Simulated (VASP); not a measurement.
Runs of VASP 6.6.1 on B2O. The structure is that of space group P-3m1 (No. 164), or close to it. The cells are those of the table. 

```csv
cell,k mesh,smearing,gap on the mesh (eV),pressure (GPa),largest force (eV/Å)
"a = 2.917, b = 2.917, c = 7.145 Å, angles 90.0, 90.0, 120.0°, 6 atoms",11 × 11 × 4,fermi-dirac 0.05 eV,none,-23.4,0.34
"a = 2.879, b = 2.879, c = 7.052 Å, angles 90.0, 90.0, 120.0°, 6 atoms",8 × 8 × 3,gaussian 0.05 eV,none,-18.1,0.86
"a = 2.879, b = 2.879, c = 7.052 Å, angles 90.0, 90.0, 120.0°, 6 atoms",9 × 9 × 3,methfessel-paxton 0.01 eV,none,-18.9,0.19
"a = 2.879, b = 2.879, c = 7.052 Å, angles 90.0, 90.0, 120.0°, 6 atoms",9 × 9 × 3,methfessel-paxton 0.05 eV,none,-18.9,0.18
"a = 2.820, b = 2.820, c = 6.908 Å, angles 90.0, 90.0, 120.0°, 6 atoms",11 × 11 × 4,fermi-dirac 0.05 eV,none,-10.6,0.32
"a = 2.935, b = 2.935, c = 7.190 Å, angles 90.0, 90.0, 120.0°, 6 atoms",11 × 11 × 4,fermi-dirac 0.05 eV,none,-25.2,(b)
"a = 2.879, b = 2.879, c = 7.052 Å, angles 90.0, 90.0, 120.0°, 6 atoms",9 × 9 × 3,methfessel-paxton 0.025 eV,none,-18.9,0.19
"a = 2.898, b = 2.898, c = 7.099 Å, angles 90.0, 90.0, 120.0°, 6 atoms",11 × 11 × 4,fermi-dirac 0.05 eV,none,-21.4,0.25
"a = 2.879, b = 2.879, c = 7.052 Å, angles 90.0, 90.0, 120.0°, 6 atoms",11 × 11 × 4,fermi-dirac 0.05 eV,none,(a),0.15
"a = 2.860, b = 2.860, c = 7.005 Å, angles 90.0, 90.0, 120.0°, 6 atoms",11 × 11 × 4,fermi-dirac 0.05 eV,none,-16.7,0.18
"a = 2.840, b = 2.840, c = 6.957 Å, angles 90.0, 90.0, 120.0°, 6 atoms",11 × 11 × 4,fermi-dirac 0.05 eV,none,-13.8,0.24
```

Alike in all rows: task single point; level PBE; potentials or basis VASP PAW PBE potentials, release 64 (O, B); no spin polarisation; cutoff (eV) 520.

Estimate the missing entries.

(a) -19.2; (b) 0.43.

A gap of «none» marks levels without a gap at the run's occupations.
